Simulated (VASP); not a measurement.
Crystal: HfO2.

```xyz
12
Lattice="5.2195 0.0000 0.0000 0.0000 5.0048 0.0000 0.0000 0.0000 5.0327" Properties=species:S:1:pos:R:3 pbc="T T T"
Hf    5.0472    3.6661    3.7314
Hf    2.7820    3.6661    1.2151
Hf    2.4375    1.3387    3.7314
Hf    0.1723    1.3387    1.2151
O     3.2994    4.6477    4.4251
O     4.5298    4.6477    1.9087
O     1.2211    2.7020    2.4776
O     1.3886    2.7020    4.9939
O     3.9984    2.3028    4.9939
O     3.8308    2.3028    2.4776
O     0.6896    0.3571    4.4251
O     1.9201    0.3571    1.9087
```

```yaml
Program: VASP 6.6.1
Task: relaxation of cell and atoms
Functional: PBE
Potentials_or_basis: VASP PAW PBE potentials, release 64 (Hf_pv, O)
Cutoff: 600 eV
k_mesh: 5 × 6 × 5
Occupations: fermi-dirac, width 0.05 eV
Spin: no spin polarisation
```

At the start: pressure 6.1 GPa; volume 10.96 Å³/atom.

Problem. How do energy, volume and symmetry change on relaxing?

Solution. Over 17 steps the energy falls by 5.1 meV/atom and the volume is 11.24 Å³/atom (+2.6 %); space group Pca2_1 (No. 29, to 0.1 Å) before and after.

Step by step:
```
step  energy change (eV)  largest force (eV/Å)  pressure (GPa)  volume (Å³)
   1              0.0000                0.0682            6.08       131.46
   2              0.0780                0.2337           -8.35       139.53
   3             -0.0575                0.0783           -0.05       134.58
   4             -0.0575                0.0763            0.07       134.51
   5             -0.0583                0.0551            0.06       134.58
   6             -0.0583                0.0487            0.06       134.57
   7             -0.0590                0.0324           -0.06       134.68
   8             -0.0595                0.0446           -0.26       134.86
   9             -0.0600                0.0466           -0.04       134.77
  10             -0.0602                0.0511            0.29       134.64
  11             -0.0607                0.0385            0.20       134.72
  12             -0.0611                0.0321            0.00       134.89
  13             -0.0614                0.0229           -0.05       134.92
  14             -0.0616                0.0229           -0.15       134.99
  15             -0.0617                0.0125            0.10       134.86
  16             -0.0617                0.0129            0.06       134.88
  17             -0.0618                0.0081            0.02       134.90
```

Final structure:
```yaml
crystal:
  lattice:
    - [5.26609, 0.00000, 0.00000]
    - [0.00000, 5.04597, 0.00000]
    - [0.00000, 0.00000, 5.07670]
  atoms:
    - { symbol: Hf, position: [0.96699, 0.73337, 0.74018] }
    - { symbol: Hf, position: [0.53301, 0.73337, 0.24018] }
    - { symbol: Hf, position: [0.46699, 0.26663, 0.74018] }
    - { symbol: Hf, position: [0.03301, 0.26663, 0.24018] }
    - { symbol: O, position: [0.63420, 0.93153, 0.88233] }
    - { symbol: O, position: [0.86580, 0.93153, 0.38233] }
    - { symbol: O, position: [0.23034, 0.53766, 0.49049] }
    - { symbol: O, position: [0.26966, 0.53766, 0.99049] }
    - { symbol: O, position: [0.76966, 0.46234, 0.99049] }
    - { symbol: O, position: [0.73034, 0.46234, 0.49049] }
    - { symbol: O, position: [0.13420, 0.06847, 0.88233] }
    - { symbol: O, position: [0.36580, 0.06847, 0.38233] }
```
